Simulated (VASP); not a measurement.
# BeH (Pmmm) in VASP: further runs

The runs below take BeH through relaxation of cell and atoms, with PBE.

Everything below comes from runs of VASP 6.6.1. Logs are shortened: lines on timing, memory, paths and dates and some standing lists are left out, and cuts for length are marked.

### Step 1. The cell of the first run

Symmetry: Pmmm, No. 47, orthorhombic system. The conventional cell has a = 2.387 Å, b = 3.996 Å, c = 4.980 Å, α = 90.00°, β = 90.00°, γ = 90.00°. Be (site symmetry m2m) has 2 H at 1.45 Å and 2 Be at 1.93 to 2.07 Å within 2.1 Å. Within 1.9 Å of H (site symmetry mm2) lie 2 Be at 1.45 Å.

The cell was built from a structure type or drawn by symmetry, and may not be a known phase.

### Step 2. Relaxation of cell and atoms, PBE

The input, INCAR:

```
ALGO = Normal ; EDIFF = 1E-6
EDIFFG = -0.01 ; ENCUT = 600
GGA = PE ; IBRION = 2
ISIF = 3 ; ISMEAR = 0
LASPH = T ; LCHARG = F
LREAL = F ; LWAVE = F
NELM = 60 ; NSW = 100
PREC = Accurate ; SIGMA = 0.02
```

The input, KPOINTS:

```
k-points
0
Gamma
  12 8 6
```

The input, POSCAR:

```
BeH
1.0
    2.3870386303      0.0000000000      0.0000000000
    0.0000000000      3.9963639525      0.0000000000
    0.0000000000      0.0000000000      4.9795089401
Be H
2 2
Direct
    0.5000000000      0.2415156992      0.0000000000
    0.5000000000      0.7584843008      0.0000000000
    0.5000000000      0.0000000000      0.7827029894
    0.5000000000      0.0000000000      0.2172970106
```

Potentials or basis: VASP PAW PBE potentials, release 64 (Be, H).

Started as:

```bash
cat potpaw_PBE.64/Be/POTCAR potpaw_PBE.64/H/POTCAR > POTCAR
mpirun -np 1 vasp_std > vasp.out
```

OUTCAR:

```text
EDIFF = 1E-6
   EDIFFG = -0.01
   ENCUT = 600
   GGA = PE
   IBRION = 2
   ISIF = 3
   ISMEAR = 0
   LASPH = T
   LREAL = F
   NELM = 60
   NSW = 100
   PREC = Accurate

 ion  position               nearest neighbor table
   1  0.500  0.242  0.000-   3 1.45   4 1.45   2 1.93   2 2.07
   2  0.500  0.758  0.000-   3 1.45   4 1.45   1 1.93   1 2.07
   3  0.500  0.000  0.783-   1 1.45   2 1.45
   4  0.500  0.000  0.217-   1 1.45   2 1.45

  LATTYP: Found a simple orthorhombic cell.
 ALAT       =     2.3870386303
 B/A-ratio  =     1.6741932459
 C/A-ratio  =     2.0860613133

  Lattice vectors:

 A1 = (   2.3870386303,   0.0000000000,   0.0000000000)
 A2 = (   0.0000000000,   3.9963639525,   0.0000000000)
 A3 = (   0.0000000000,   0.0000000000,   4.9795089401)

Analysis of symmetry for initial positions (statically):
=====================================================================
 Subroutine PRICEL returns:
 Original cell was already a primitive cell.

 Routine SETGRP: Setting up the symmetry group for a
 simple orthorhombic supercell.

 Subroutine GETGRP returns: Found  8 space group operations
 (whereof  8 operations were pure point group operations)
 out of a pool of  8 trial point group operations.

The static configuration has the point symmetry D_2h.

Analysis of symmetry for dynamics (positions and initial velocities):
=====================================================================
 Subroutine PRICEL returns:
 Original cell was already a primitive cell.

 Routine SETGRP: Setting up the symmetry group for a
 simple orthorhombic supercell.

 Subroutine GETGRP returns: Found  8 space group operations
 (whereof  8 operations were pure point group operations)
 out of a pool of  8 trial point group operations.

The dynamic configuration has the point symmetry D_2h.

 Subroutine INISYM returns: Found  8 space group operations
 (whereof  8 operations are pure point group operations),
 and found     1 'primitive' translations

----------------------------------------------------------------------------------------

                                     Primitive cell

  volume of cell :      47.5019

[... 116 lines left out ...]
   LORBIT       =      0    0 simple, 1 ext, 2 COOP (PROOUT), +10 PAW based schemes
   GGA     = PE    functional components
   LHFCALC =     F    Hartree Fock is set to
   AEXX    =    0.0000 exact exchange contribution
   IVDW    =     0    specifies the selected vdW correction
   LEPSILON=     F    determine dielectric tensor
   LRPA    =     F    only Hartree local field effects (RPA)
 conjugate gradient relaxation of ions
 non-spin polarized calculation
 Gauss-broadening in eV      SIGMA  =   0.02
  energy-cutoff  :      600.00
  volume of cell :       47.50
 maximum number of plane-waves:      1604
 NGX is ok and might be reduce to    20
   NGX =  9   NGY = 15   NGZ = 19

--------------------------------------- Ionic step        1  -------------------------------------------

 number of electron       6.0000000 magnetization

 Free energy of the ion-electron system (eV)
  ---------------------------------------------------
  ext. energy  EPLUGINS =         0.00000000
  ---------------------------------------------------
  free energy    TOTEN  =       -12.85385380 eV

  energy without entropy =      -12.85385380  energy(sigma->0) =      -12.85385380

------------------------ aborting loop because EDIFF is reached ----------------------------------------

  FORCE on cell =-STRESS in cart. coord.  units (eV):
  Direction    XX          YY          ZZ          XY          YZ          ZX
  --------------------------------------------------------------------------------------
  -------------------------------------------------------------------------------------
  Total       -0.0165025     -0.0239052      0.0562309      0.0000000      0.0000000      0.0000000
  in kB       -0.5566072     -0.8062924      1.8965947      0.0000000      0.0000000      0.0000000
  external PRESSURE =       0.1778984 kB  Pullay stress =       0.0000000 kB
[... 95 lines left out ...]
  FREE ENERGIE OF THE ION-ELECTRON SYSTEM (eV)
  ---------------------------------------------------
  free  energy   TOTEN  =       -12.8539078391 eV

  energy  without entropy=      -12.8539078391  energy(sigma->0) =      -12.85390784

[... ionic steps 4 to 16 ...]

--------------------------------------- Ionic step       17  -------------------------------------------

 number of electron       6.0000000 magnetization

------------------------ aborting loop because EDIFF is reached ----------------------------------------
[... 71 lines left out ...]
--------------------------------------- Ionic step       19  -------------------------------------------

 number of electron       6.0000000 magnetization

 Free energy of the ion-electron system (eV)
  ---------------------------------------------------
  ext. energy  EPLUGINS =         0.00000000
  ---------------------------------------------------
  free energy    TOTEN  =       -12.85512651 eV

  energy without entropy =      -12.85512651  energy(sigma->0) =      -12.85512651

 E-fermi :  -0.6715     XC(G=0):  -6.8778

 val. band max:       -0.7997389025   @ k =   0.5000   0.5000   0.5000
 cond. band min:      -0.1026323291   @ k =   0.4167   0.5000   0.0000
 fundamental gap:      0.6971065734
 Fermi energy:        -0.6715152021

 k-point     1 :       0.0000    0.0000    0.0000
  band No.  band energies     occupation
      1      -9.0386      2.00000
      2      -5.1557      2.00000
      3      -2.9319      2.00000
      4       2.8129      0.00000
      5       3.1278      0.00000
      6       5.8769      0.00000
      7       6.4729      0.00000
[... 221 lines left out ...]
 k-point    24 :       0.1667    0.3750    0.0000
  band No.  band energies     occupation
      1      -8.0855      2.00000
      2      -4.1750      2.00000
      3      -3.8441      2.00000
      4       2.3569      0.00000
      5       4.1295      0.00000
      6       5.8014      0.00000
      7       6.8744      0.00000

 [... further k-points ...]

------------------------ aborting loop because EDIFF is reached ----------------------------------------

  FORCE on cell =-STRESS in cart. coord.  units (eV):
  Direction    XX          YY          ZZ          XY          YZ          ZX
  --------------------------------------------------------------------------------------
  -------------------------------------------------------------------------------------
  Total       -0.0005046      0.0062279     -0.0099888      0.0000000      0.0000000      0.0000000
  in kB       -0.0164070      0.2025136     -0.3248054      0.0000000      0.0000000      0.0000000
  external PRESSURE =      -0.0462330 kB  Pullay stress =       0.0000000 kB
[... 19 lines left out ...]
  FREE ENERGIE OF THE ION-ELECTRON SYSTEM (eV)
  ---------------------------------------------------
  free  energy   TOTEN  =       -12.8551265095 eV

  energy  without entropy=      -12.8551265095  energy(sigma->0) =      -12.85512651

 reached required accuracy - stopping structural energy minimisation
```

It took 6.7 min on 1 thread of Intel Xeon 8259CL, shared host; peak memory 0.2 GiB.

Results:

- Free energy: -12.8551 eV
- Relaxed volume: 12.32 Å³/atom
- Relaxed cell: a = 2.386 Å, b = 3.994 Å, c = 5.172 Å, α = 90.00°, β = 90.00°, γ = 90.00°
- Space group after relaxing (to 0.1 Å): Pmmm (No. 47)
- Energy gained by relaxing: 0.3 meV/atom
- Ionic steps: 19
- Pressure after relaxing: 0.0 GPa
- Largest force after relaxing: 0.010 eV/Å
- Band gap on the k mesh: 0.70 eV (least direct gap 0.88 eV)

Forces in eV/Å, atoms in the order of the input:
```
Be   0.000  0.003  0.000
Be   0.000 -0.003  0.000
H    0.000  0.000  0.010
H    0.000  0.000 -0.010
```

Step by step:
| step | energy change (eV) | largest force (eV/Å) | pressure (GPa) | volume (Å³) |
| --- | --- | --- | --- | --- |
| 1 | 0.0000 | 0.0238 | 0.02 | 47.50 |
| 2 | -0.0001 | 0.0119 | -0.01 | 47.51 |
| 3 | -0.0001 | 0.0137 | -0.01 | 47.51 |
| 4 | -0.0001 | 0.0134 | 0.03 | 47.51 |
| 5 | -0.0001 | 0.0155 | 0.11 | 47.51 |
| 6 | -0.0002 | 0.0149 | 0.11 | 47.53 |
| 7 | -0.0003 | 0.0140 | 0.12 | 47.59 |
| 8 | -0.0004 | 0.0120 | 0.14 | 47.71 |
| 9 | -0.0005 | 0.0070 | 0.17 | 47.94 |
| 10 | -0.0006 | 0.0058 | 0.15 | 48.06 |
| 11 | -0.0009 | 0.0144 | 0.07 | 48.40 |
| 12 | -0.0011 | 0.0398 | -0.06 | 49.08 |
| 13 | -0.0012 | 0.0094 | -0.04 | 49.23 |
| 14 | -0.0012 | 0.0221 | -0.02 | 49.40 |
| 15 | -0.0012 | 0.0158 | -0.04 | 49.36 |
| 16 | -0.0012 | 0.0098 | -0.04 | 49.30 |
| 17 | -0.0012 | 0.0027 | -0.04 | 49.30 |
| 18 | -0.0013 | 0.0141 | -0.04 | 49.29 |
| 19 | -0.0013 | 0.0096 | 0.00 | 49.27 |

Final structure:
```
Be H
1.0
     2.38565    0.00000    0.00000
     0.00000    3.99362    0.00000
     0.00000    0.00000    5.17163
Be H
2 2
Direct
  0.50000 0.24174 0.00000
  0.50000 0.75826 0.00000
  0.50000 0.00000 0.79059
  0.50000 0.00000 0.20941
```

A k mesh can miss the band edges.

### Step 3. Relaxation of cell and atoms, PBE

This run uses another cell than the first one, of 12.63 Å³/atom.

The input, INCAR:

```
SYSTEM = BeH
PREC = Accurate ; ENCUT = 600
EDIFF = 1E-7 ; ISMEAR = 0
SIGMA = 0.02 ; LREAL = .FALSE.
LASPH = .TRUE. ; NELM = 60
ALGO = Normal ; ISIF = 3
LWAVE = .FALSE. ; LCHARG = .FALSE.
GGA = PE ; IBRION = 2
NSW = 100 ; EDIFFG = -0.01
```

The input, KPOINTS:

```
Automatic mesh
0
G
  12 8 6
  0 0 0
```

The input, POSCAR:

```
BeH
1.0
    2.3853985990      0.0000000000      0.0000000000
    0.0000000000      3.9933718702      0.0000000000
    0.0000000000      0.0000000000      5.3041504936
Be H
2 2
Direct
    0.5000000000      0.2416028830      0.0000000000
    0.5000000000      0.7583971170      0.0000000000
    0.5000000000      0.0000000000      0.7961655449
    0.5000000000      0.0000000000      0.2038344551
```

Potentials or basis: VASP PAW PBE potentials, release 64 (Be, H).

Started as:

```bash
cat potpaw_PBE.64/Be/POTCAR potpaw_PBE.64/H/POTCAR > POTCAR
mpirun -np 1 vasp_std > vasp.out
```

Run time: 1.7 min. Hardware: 1 thread of Intel Xeon 8259CL, shared host; peak memory 0.21 GiB.

It converged, with:

| Item | Value |
| --- | --- |
| Free energy | -12.8558 eV |
| Relaxed volume | 12.64 Å³/atom |
| Relaxed cell | a = 2.385 Å, b = 3.994 Å, c = 5.305 Å, α = 90.00°, β = 90.00°, γ = 90.00° |
| Space group after relaxing (to 0.1 Å) | Pmmm (No. 47) |
| Energy gained by relaxing | 0.0 meV/atom |
| Ionic steps | 3 |
| Pressure after relaxing | 0.0 GPa |
| Largest force after relaxing | 0.003 eV/Å |
| Band gap on the k mesh | 0.71 eV (least direct gap 0.88 eV) |

Forces on the atoms (eV/Å):
```
Be   0.000 -0.001  0.000
Be   0.000  0.001  0.000
H    0.000  0.000 -0.003
H    0.000  0.000  0.003
```

Final structure:
```yaml
crystal:
  lattice:
    - [2.38544, 0.00000, 0.00000]
    - [0.00000, 3.99423, 0.00000]
    - [0.00000, 0.00000, 5.30524]
  atoms:
    - { symbol: Be, position: [0.50000, 0.24181, 0.00000] }
    - { symbol: Be, position: [0.50000, 0.75819, 0.00000] }
    - { symbol: H, position: [0.50000, 0.00000, 0.79609] }
    - { symbol: H, position: [0.50000, 0.00000, 0.20391] }
```

Levels at points of the mesh, in eV from the valence-band top:
| k point | band 1 | band 2 | band 3 | band 4 | band 5 | band 6 | band 7 |
| --- | --- | --- | --- | --- | --- | --- | --- |
| (0.00, 0.00, 0.00) | -8.22 | -4.39 | -2.13 | 3.60 | 3.95 | 6.64 | 7.20 |
| (0.50, 0.00, 0.00) | -4.29 | -1.88 | -1.59 | 2.19 | 5.46 | 8.13 | 9.56 |
| (0.00, 0.50, 0.00) | -7.75 | -3.83 | -3.82 | 2.07 | 4.80 | 6.53 | 9.40 |
| (0.50, 0.50, 0.00) | -4.18 | -1.21 | -0.04 | 0.84 | 1.84 | 6.36 | 9.70 |
| (0.00, 0.00, 0.50) | -8.11 | -4.80 | -2.09 | 4.11 | 5.79 | 6.20 | 7.14 |
| (0.50, 0.00, 0.50) | -4.20 | -1.84 | -1.82 | 2.24 | 5.48 | 6.81 | 9.93 |
| (0.00, 0.50, 0.50) | -7.65 | -4.17 | -3.74 | 1.34 | 7.73 | 8.44 | 9.45 |
| (0.50, 0.50, 0.50) | -4.10 | -1.42 | 0.00 | 0.88 | 1.92 | 5.95 | 8.52 |
